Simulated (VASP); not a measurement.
Mo, 1 atom in the cell. It takes space group Im-3m (No. 229, cubic). Conventional cell: a = 3.164 Å, b = 3.164 Å, c = 3.164 Å, α = 90.00°, β = 90.00°, γ = 90.00°. Within 3.6 Å of Mo (site symmetry m-3m) lie 14 Mo at 2.74 to 3.16 Å. 

- Program: VASP 6.6.1
- Task: single point
- Functional: r2SCAN
- Potentials or basis: VASP PAW PBE potentials, release 64 (Mo_sv)
- Cutoff: 520 eV
- k mesh: 8 × 8 × 8
- Occupations: gaussian, width 0.1 eV
- Spin: no spin polarisation
- Dipole correction: no
- Further INCAR settings: ALGO = Normal; EDIFF = 1e-06; NBANDS = 13

Potentials or basis: VASP PAW PBE potentials, release 64 (Mo_sv).

Run with:

```sh
$ cat potpaw_PBE.64/Mo_sv/POTCAR > POTCAR
$ cp INCAR.step1 INCAR
$ mpirun -np 1 vasp_std > vasp.out
$ cp INCAR.step2 INCAR
$ mpirun -np 1 vasp_std > vasp.out
```

Hardware: 1 thread of Intel(R) Xeon(R) Platinum 8559C (Emerald Rapids), with other jobs on the host.

**Question.** Estimate the wall time of this run.

**Answer.** It took 18 s on 1 thread of Intel(R) Xeon(R) Platinum 8559C (Emerald Rapids), on a shared host, peak memory 0.12 GiB. Counts: k points 29.
